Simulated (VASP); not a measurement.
# Sn3GeO8 in VASP: further runs

Sn3GeO8 is run at these levels: PBE; tasks: single point.

All numbers are computed with VASP 6.6.1; they aren't measurements. Logs are shortened: lines on timing, memory, paths and dates and some standing lists are left out, and cuts for length are marked.

### 1 The cell of the first run

It takes space group Immm (No. 71, orthorhombic). Conventional cell: a = 6.312 Å, b = 6.710 Å, c = 6.727 Å, α = 90.00°, β = 90.00°, γ = 90.00°. Within 2.7 Å of Sn (site symmetry mmm) lie 6 O at 2.04 to 2.10 Å. Sn (site symmetry 2mm) has 6 O at 2.05 to 2.11 Å within 2.7 Å. Ge (site symmetry mmm) has 6 O at 1.93 to 2.00 Å within 2.6 Å. O (site symmetry m2m) has 1 Ge at 2.00 Å and 2 Sn at 2.08 Å and 5 O at 2.70 to 2.78 Å within 2.8 Å. Within 2.7 Å of O (site symmetry m2m) lie 3 Sn at 2.04 to 2.05 Å and 1 O at 2.64 Å. Within 2.6 Å of O (site symmetry m) lie 1 Ge at 1.93 Å and 2 Sn at 2.10 to 2.11 Å and 1 O at 2.51 Å.

### 2 Single point, PBE

INCAR

```
ALGO = Normal ; EDIFF = 1E-6
ENCUT = 520 ; GGA = PE
ISIF = 2 ; ISMEAR = 0
LASPH = T ; LCHARG = F
LREAL = F ; LWAVE = F
NBANDS = 64 ; NELM = 60
PREC = Accurate ; SIGMA = 0.1
```

KPOINTS

```
k-points
0
Gamma
  4 4 4
```

POSCAR

```
Sn3GeO8
1.0
   -3.1560212000     -3.3551892000      3.3637332000
   -3.1560212000      3.3551892000     -3.3637332000
    3.1560212000     -3.3551892000     -3.3637332000
Sn Ge O
3 1 8
Direct
    0.5000000000      0.5000000000      1.0000000000
    0.2493010000      0.7493010000      0.5000000000
    0.7506990000      0.2506990000      0.5000000000
    0.0000000000      0.0000000000      0.0000000000
    0.2985970000      1.0000000000      0.2985970000
    0.8033850000      0.5000000000      0.3033850000
    0.2329190000      0.0461590000      0.8132400000
    0.7670810000      0.5803210000      0.8132400000
    0.7014030000      0.0000000000      0.7014030000
    0.1966150000      0.5000000000      0.6966150000
    0.2329190000      0.4196790000      0.1867600000
    0.7670810000      0.9538410000      0.1867600000
```

Potentials or basis: VASP PAW PBE potentials, release 64 (Sn_d, Ge_d, O).

Command:

```sh
$ cat potpaw_PBE.64/Sn_d/POTCAR potpaw_PBE.64/Ge_d/POTCAR potpaw_PBE.64/O/POTCAR > POTCAR
$ mpirun -np 1 vasp_std > vasp.out
```

OUTCAR:

```text
EDIFF = 1E-6
   ENCUT = 520
   GGA = PE
   ISIF = 2
   ISMEAR = 0
   LASPH = T
   LREAL = F
   NELM = 60
   PREC = Accurate

 ion  position               nearest neighbor table
   1  0.500  0.500  0.000-   6 2.04  10 2.04   8 2.10   7 2.10  11 2.10  12 2.10   4 3.16   4 3.16
                             2 3.71   2 3.71   3 3.71   3 3.71   3 3.72   2 3.72   3 3.72   2 3.72
   2  0.249  0.749  0.500-   6 2.05  10 2.05   9 2.08   5 2.08   7 2.11  11 2.11   3 3.15   3 3.16
                             1 3.71   1 3.71   1 3.72   1 3.72
   3  0.751  0.251  0.500-   6 2.05  10 2.05   9 2.08   5 2.08   8 2.11  12 2.11   2 3.15   2 3.16
                             1 3.71   1 3.71   1 3.72   1 3.72
   4  0.000  0.000  0.000-   7 1.93   8 1.93  11 1.93  12 1.93   5 2.00   9 2.00   1 3.16   1 3.16

   5  0.299  0.000  0.299-   4 2.00   3 2.08   2 2.08
   6  0.803  0.500  0.303-   1 2.04   2 2.05   3 2.05
   7  0.233  0.046  0.813-   4 1.93   1 2.10   2 2.11
   8  0.767  0.580  0.813-   4 1.93   1 2.10   3 2.11
   9  0.701  0.000  0.701-   4 2.00   3 2.08   2 2.08
  10  0.197  0.500  0.697-   1 2.04   2 2.05   3 2.05
  11  0.233  0.420  0.187-   4 1.93   1 2.10   2 2.11
  12  0.767  0.954  0.187-   4 1.93   1 2.10   3 2.11

  LATTYP: Found a body centered orthorhombic cell.
 ALAT       =     6.3120424000
 B/A-ratio  =     1.0631073074
 C/A-ratio  =     1.0658145135

  Lattice vectors:

 A1 = (   3.1560212000,  -3.3551892000,   3.3637332000)
 A2 = (  -3.1560212000,   3.3551892000,   3.3637332000)
 A3 = (  -3.1560212000,  -3.3551892000,  -3.3637332000)

Analysis of symmetry for initial positions (statically):
=====================================================================
 Subroutine PRICEL returns:
 Original cell was already a primitive cell.

 Routine SETGRP: Setting up the symmetry group for a
 body centered orthorhombic supercell.

 Subroutine GETGRP returns: Found  8 space group operations
 (whereof  8 operations were pure point group operations)
 out of a pool of  8 trial point group operations.

The static configuration has the point symmetry D_2h.

Analysis of symmetry for dynamics (positions and initial velocities):
=====================================================================
 Subroutine PRICEL returns:
 Original cell was already a primitive cell.

 Routine SETGRP: Setting up the symmetry group for a
 body centered orthorhombic supercell.

 Subroutine GETGRP returns: Found  8 space group operations
 (whereof  8 operations were pure point group operations)
 out of a pool of  8 trial point group operations.

The dynamic configuration has the point symmetry D_2h.

 Subroutine INISYM returns: Found  8 space group operations
 (whereof  8 operations are pure point group operations),
 and found     1 'primitive' translations

----------------------------------------------------------------------------------------

                                     Primitive cell

  volume of cell :     142.4749

  direct lattice vectors                    reciprocal lattice vectors
    -3.156021200 -3.355189200  3.363733200    -0.158427326 -0.149022893  0.000000000
    -3.156021200  3.355189200 -3.363733200    -0.158427326  0.000000000 -0.148644369
     3.156021200 -3.355189200 -3.363733200     0.000000000 -0.149022893 -0.148644369

  length of vectors
     5.703723821  5.703723821  5.703723821     0.217501817  0.217242644  0.210482710

  position of ions in fractional coordinates (direct lattice)
     0.500000000  0.500000000  0.000000000
     0.249301000  0.749301000  0.500000000
     0.750699000  0.250699000  0.500000000
     0.000000000  0.000000000  0.000000000
     0.298597000  0.000000000  0.298597000
     0.803385000  0.500000000  0.303385000
     0.232919000  0.046159000  0.813240000
     0.767081000  0.580321000  0.813240000
     0.701403000  0.000000000  0.701403000
     0.196615000  0.500000000  0.696615000
     0.232919000  0.419679000  0.186760000
     0.767081000  0.953841000  0.186760000

  ion indices of the primitive-cell ions
   primitive index   ion index
                 1           1
                 2           2
                 3           3
                 4           4
                 5           5
                 6           6
                 7           7
                 8           8
                 9           9
                10          10
                11          11
                12          12

----------------------------------------------------------------------------------------

 KPOINTS: k-points

Automatic generation of k-mesh.
 Grid dimensions read from file:
 generate k-points for:    4    4    4

 Generating k-lattice:

  Cartesian coordinates                     Fractional coordinates (reciprocal lattice)
    -0.039606832 -0.037255723  0.000000000     0.250000000  0.000000000  0.000000000
    -0.039606832  0.000000000 -0.037161092     0.000000000  0.250000000  0.000000000
     0.000000000 -0.037255723 -0.037161092     0.000000000  0.000000000  0.250000000

  Length of vectors
     0.054375454  0.054310661  0.052620677

  Shift w.r.t. Gamma in fractional coordinates (k-lattice)
     0.000000000  0.000000000  0.000000000

 Subroutine IBZKPT returns following result:
 ===========================================

 Found     18 irreducible k-points:

 Following reciprocal coordinates:
            Coordinates               Weight
  0.000000  0.000000  0.000000      1.000000
  0.250000  0.000000  0.000000      4.000000
  0.500000  0.000000  0.000000      2.000000
  0.000000  0.250000  0.000000      4.000000
  0.250000  0.250000  0.000000      8.000000
  0.500000  0.250000 -0.000000      8.000000
[... 10 lines left out ...]
 -0.250000 -0.250000  0.250000      2.000000
  0.500000  0.500000  0.500000      1.000000
   k-points           NKPTS =     18   k-points in BZ     NKDIM =     18   number of bands    NBANDS=     64
   number of dos      NEDOS =    301   number of ions     NIONS =     12
   total plane-waves  NPLWV =  74088
   dimension x,y,z NGX =    42 NGY =   42 NGZ =   42
   dimension x,y,z NGXF=    84 NGYF=   84 NGZF=   84
   ions per type =               3   1   8
   NGX,Y,Z   is equivalent  to a cutoff of  12.24, 12.24, 12.24 a.u.
   NGXF,Y,Z  is equivalent  to a cutoff of  24.48, 24.48, 24.48 a.u.
 SYSTEM =  unknown system
   PREC   = accura    normal or accurate (medium, high low for compatibility)
   ISTART =      0    job   : 0-new  1-cont  2-samecut
   ICHARG =      2    charge: 1-file 2-atom 10-const
   ISPIN  =      1    spin polarized calculation?
   LNONCOLLINEAR =      F non collinear calculations
   LSORBIT =      F    spin-orbit coupling
   LASPH  =      T    aspherical Exc in radial PAW
   ENCUT  =  520.0 eV  38.22 Ry    6.18 a.u.  10.61 10.61 10.61*2*pi/ulx,y,z
   NELM   =     60;   NELMIN=  2; NELMDL= -5     # of ELM steps
   EDIFF  = 0.1E-05   stopping-criterion for ELM
   LREAL  =      F    real-space projection
   EDIFFG = 0.1E-04   stopping-criterion for IOM
   NSW    =      0    number of steps for IOM
   IBRION =     -1    ionic relax: 0-MD 1-quasi-New 2-CG
   NFREE  =      0    steps in history (QN), initial steepest desc. (CG)
   ISIF   =      2    stress and relaxation
   ISYM   =      2    0-nonsym 1-usesym 2-fastsym
   POTIM  = 0.5000    time-step for ionic-motion
   TEBEG  =    0.0;   TEEND  =   0.0 temperature during run
   PSTRESS=    0.0 pullay stress
   NELECT =     104.0000    total number of electrons
   NUPDOWN=      -1.0000    fix difference up-down
   EMIN   =  10.00;   EMAX   =-10.00  energy-range for DOS
   EFERMI =   0.00;   METHOD = LEGACY
   ISMEAR =     0;   SIGMA  =   0.10  broadening in eV -4-tet -1-fermi 0-gaus
   EFERMI_NEDOS =   21; number of points for ismear=-14 and -15
   IALGO  =     38    algorithm
   IMIX   =      4    mixing-type and parameters
     AMIX     =   0.40;   BMIX     =  1.00
     AMIX_MAG =   1.60;   BMIX_MAG =  1.00
  volume/ion in A,a.u.               =      11.87        80.12
  Fermi-wavevector in a.u.,A,eV,Ry     =   1.474030  2.785514 29.562273  2.172766
  Thomas-Fermi vector in A             =   2.588851
   LORBIT       =      0    0 simple, 1 ext, 2 COOP (PROOUT), +10 PAW based schemes
   GGA     = PE    functional components
   LHFCALC =     F    Hartree Fock is set to
   AEXX    =    0.0000 exact exchange contribution
   IVDW    =     0    specifies the selected vdW correction
   LEPSILON=     F    determine dielectric tensor
   LRPA    =     F    only Hartree local field effects (RPA)
 non-spin polarized calculation
 Gauss-broadening in eV      SIGMA  =   0.10
  energy-cutoff  :      520.00
  volume of cell :      142.47
 maximum number of plane-waves:      3875
   NGX = 21   NGY = 21   NGZ = 21

 number of electron     104.0000018 magnetization

 Free energy of the ion-electron system (eV)
  ---------------------------------------------------
  ext. energy  EPLUGINS =         0.00000000
  ---------------------------------------------------
  free energy    TOTEN  =       -74.83637697 eV

  energy without entropy =      -74.83637693  energy(sigma->0) =      -74.83637695

 E-fermi :   5.8241     XC(G=0): -11.1750

 val. band max:        5.4942661945   @ k =   0.0000   0.0000   0.0000
 cond. band min:       6.1539193728   @ k =   0.0000   0.0000   0.0000
 fundamental gap:      0.6596531783
 Fermi energy:         5.8241063446

 k-point     1 :       0.0000    0.0000    0.0000
  band No.  band energies     occupation
      1     -18.5918      2.00000
      2     -18.5861      2.00000
      3     -18.4327      2.00000
      4     -18.4244      2.00000
      5     -18.4222      2.00000
      6     -15.5916      2.00000
[... 56 lines left out ...]
     63      16.1745      0.00000
     64      16.2579      0.00000

 k-point     2 :       0.2500    0.0000    0.0000
  band No.  band energies     occupation
      1     -18.5906      2.00000
      2     -18.5844      2.00000
      3     -18.4326      2.00000
      4     -18.4243      2.00000
      5     -18.4215      2.00000
      6     -15.6245      2.00000
[... 1128 lines left out ...]
     63      15.8002      0.00000
     64      16.3234      0.00000

------------------------ aborting loop because EDIFF is reached ----------------------------------------

  FORCE on cell =-STRESS in cart. coord.  units (eV):
  Direction    XX          YY          ZZ          XY          YZ          ZX
  --------------------------------------------------------------------------------------
  -------------------------------------------------------------------------------------
  Total        0.6246525      0.3722476      0.3604031     -0.0000000      0.0000000      0.0000000
  in kB        7.0244227      4.1860466      4.0528512     -0.0000000      0.0000000      0.0000000
  external PRESSURE =       5.0877735 kB  Pullay stress =       0.0000000 kB

 VOLUME and BASIS-vectors are now :
 -----------------------------------------------------------------------------
  energy-cutoff  :      520.00
  volume of cell :      142.47
      direct lattice vectors                 reciprocal lattice vectors
    -3.156021200 -3.355189200  3.363733200    -0.158427326 -0.149022893  0.000000000
    -3.156021200  3.355189200 -3.363733200    -0.158427326  0.000000000 -0.148644369
     3.156021200 -3.355189200 -3.363733200     0.000000000 -0.149022893 -0.148644369

 POSITION                                       TOTAL-FORCE (eV/Angst)
 -----------------------------------------------------------------------------------
     -3.15602      0.00000      0.00000        -0.000000     -0.000000      0.000000
     -1.57360     -0.00000     -3.36373         0.002616     -0.000000     -0.000000
     -1.58242     -3.35519      0.00000        -0.002616      0.000000     -0.000000
      0.00000      0.00000      0.00000        -0.000000     -0.000000      0.000000
      0.00000     -2.00370      0.00000        -0.000000      0.044122      0.000000
     -3.15602     -2.03583      0.00000         0.000000      0.025628      0.000000
      1.68583     -3.35519     -2.10731         0.015394      0.000000      0.011322
     -1.68583     -3.35519     -2.10731        -0.015394     -0.000000      0.011322
      0.00000     -4.70668      0.00000        -0.000000     -0.044122      0.000000
      0.00000     -1.31936     -3.36373        -0.000000     -0.025628      0.000000
     -1.47019      0.00000     -1.25642         0.015394     -0.000000     -0.011322
     -4.84185      0.00000     -1.25642        -0.015394      0.000000     -0.011322
 -----------------------------------------------------------------------------------
    total drift:                               -0.000000      0.000000      0.000000

  FREE ENERGIE OF THE ION-ELECTRON SYSTEM (eV)
  ---------------------------------------------------
  free  energy   TOTEN  =       -74.8363769655 eV

  energy  without entropy=      -74.8363769323  energy(sigma->0) =      -74.83637695
```

It took 3 min on 1 thread of Intel Xeon Platinum 8259CL at 2.50GHz (Skylake/Cascade Lake), shared host; peak memory 0.32 GiB.

What came out:

```
Free energy            : -74.8364 eV
Pressure               : 0.5 GPa
Largest force          : 0.044 eV/Å
Band gap on the k mesh : 0.66 eV
```

Forces in eV/Å, atoms in the order of the input:
```
Sn   0.000  0.000  0.000
Sn   0.003  0.000  0.000
Sn  -0.003  0.000  0.000
Ge   0.000  0.000  0.000
O    0.000  0.044  0.000
O    0.000  0.026  0.000
O    0.015  0.000  0.011
O   -0.015  0.000  0.011
O    0.000 -0.044  0.000
O    0.000 -0.026  0.000
O    0.015  0.000 -0.011
O   -0.015  0.000 -0.011
```

Stress tensor (GPa, compression positive):
```
0.70 0.00 0.00
0.00 0.42 0.00
0.00 0.00 0.41
```

Levels at points of the mesh, in eV from the valence-band top:
```
           k point  band 49  band 50  band 51  band 52  band 53  band 54  band 55  band 56
(0.00, 0.00, 0.00)    -0.75    -0.74    -0.74     0.00     0.66     4.15     4.40     5.66
(0.50, 0.00, 0.00)    -1.03    -0.86    -0.54    -0.50     3.96     4.04     5.47     5.65
(0.00, 0.50, 0.00)    -0.84    -0.78    -0.52    -0.49     3.80     4.16     5.60     5.68
(0.50, 0.50, 0.00)    -1.01    -0.72    -0.66    -0.63     3.77     3.94     5.72     5.81
(0.50, 0.50, 0.50)    -1.31    -1.17    -1.12    -0.80     4.05     4.27     5.51     5.59
```

Caveat: semilocal functionals underestimate gaps, and a narrow one can read as zero; spin-orbit coupling is left out, which moves the levels of the heavy elements.

### 3 Single point, PBE

INCAR

```
ALGO     = Normal         # electronic algorithm
EDIFF    = 1E-6           # SCF threshold, eV
ENCUT    = 520            # plane-wave cutoff, eV
GGA      = PE             # functional
ISIF     = 2              # what is computed and relaxed
ISMEAR   = 0              # smearing method
LASPH    = T              # aspherical terms in the spheres
LCHARG   = F              # write CHGCAR
LREAL    = F              # projectors in reciprocal space
LWAVE    = F              # write WAVECAR
NBANDS   = 64             # bands
NELM     = 100            # most SCF steps
PREC     = Accurate       # precision mode
SIGMA    = 0.1            # smearing width, eV
```

KPOINTS is that of step 2.

POSCAR

```
Sn3GeO8
1.0
   -3.1554408439     -3.3560159404      3.3650189135
   -3.1558163457      3.3559272162     -3.3654896206
    3.1553216319     -3.3537595157     -3.3627785228
Sn Ge O
3 1 8
Direct
    0.4999933370      0.4999981417      0.9999977517
    0.2493150340      0.7492729314      0.4999651511
    0.7506985550      0.2507325144      0.5000497390
    0.0000145974     -0.0000012342      0.0000144646
    0.2984904661      0.9998683080      0.2983731824
    0.8033374589      0.4996399164      0.3029803521
    0.2327045914      0.0460955739      0.8129324064
    0.7667952530      0.5802930521      0.8129783983
    0.7015013310      0.0001335399      0.7016189596
    0.1966569809      0.5003552612      0.6970105193
    0.2332078418      0.4197128750      0.1870180987
    0.7672845535      0.9538991200      0.1870609767
```

Potentials or basis: VASP PAW PBE potentials, release 64 (Sn_d, Ge_d, O).

Command:

```sh
$ cat potpaw_PBE.64/Sn_d/POTCAR potpaw_PBE.64/Ge_d/POTCAR potpaw_PBE.64/O/POTCAR > POTCAR
$ mpirun -np 1 vasp_std > vasp.out
```

It took 7.4 min on 1 thread of Intel Xeon Platinum 8259CL at 2.50GHz (Skylake/Cascade Lake), shared host; peak memory 0.41 GiB.

The run converged. Its results:

| Quantity | Value |
| --- | --- |
| Free energy | -74.8363 eV |
| Pressure | 0.5 GPa |
| Largest force | 0.034 eV/Å |
| Band gap on the k mesh | 0.66 eV |

Forces in eV/Å, atoms in the order of the input:
```
Sn  -0.001 -0.001  0.000
Sn   0.004  0.001 -0.002
Sn  -0.004  0.001  0.003
Ge   0.000  0.001  0.000
O   -0.001  0.033  0.001
O   -0.001  0.016 -0.001
O    0.015  0.000  0.004
O   -0.017 -0.001  0.010
O    0.001 -0.034 -0.001
O    0.000 -0.017  0.001
O    0.018  0.001 -0.010
O   -0.015  0.000 -0.004
```

Stress tensor (GPa, compression positive):
```
 0.74 -0.01 -0.01
-0.01  0.45  0.01
-0.01  0.01  0.36
```

Levels at points of the mesh, in eV from the valence-band top:
```tsv
k point	band 48	band 49	band 50	band 51	band 52	band 53	band 54	band 55	band 56	band 57
(0.00, 0.00, 0.00)	-0.93	-0.75	-0.74	-0.74	0.00	0.66	4.15	4.40	5.66	5.75
(0.50, 0.00, 0.00)	-1.13	-1.03	-0.86	-0.54	-0.50	3.96	4.03	5.47	5.65	7.70
(0.00, 0.50, 0.00)	-1.08	-0.84	-0.78	-0.52	-0.49	3.80	4.16	5.60	5.68	7.78
(0.50, 0.50, 0.00)	-1.02	-1.01	-0.72	-0.66	-0.64	3.77	3.94	5.72	5.81	6.60
(0.00, 0.00, 0.50)	-1.02	-1.01	-0.72	-0.66	-0.63	3.77	3.94	5.72	5.81	6.59
(0.50, 0.00, 0.50)	-1.08	-0.84	-0.78	-0.52	-0.49	3.80	4.16	5.60	5.68	7.78
(0.00, 0.50, 0.50)	-1.13	-1.03	-0.86	-0.54	-0.50	3.96	4.03	5.47	5.65	7.70
(0.50, 0.50, 0.50)	-1.43	-1.32	-1.17	-1.12	-0.80	4.06	4.27	5.51	5.59	6.96
```

Caveat: semilocal functionals underestimate gaps, and a narrow one can read as zero; spin-orbit coupling is left out, which moves the levels of the heavy elements.
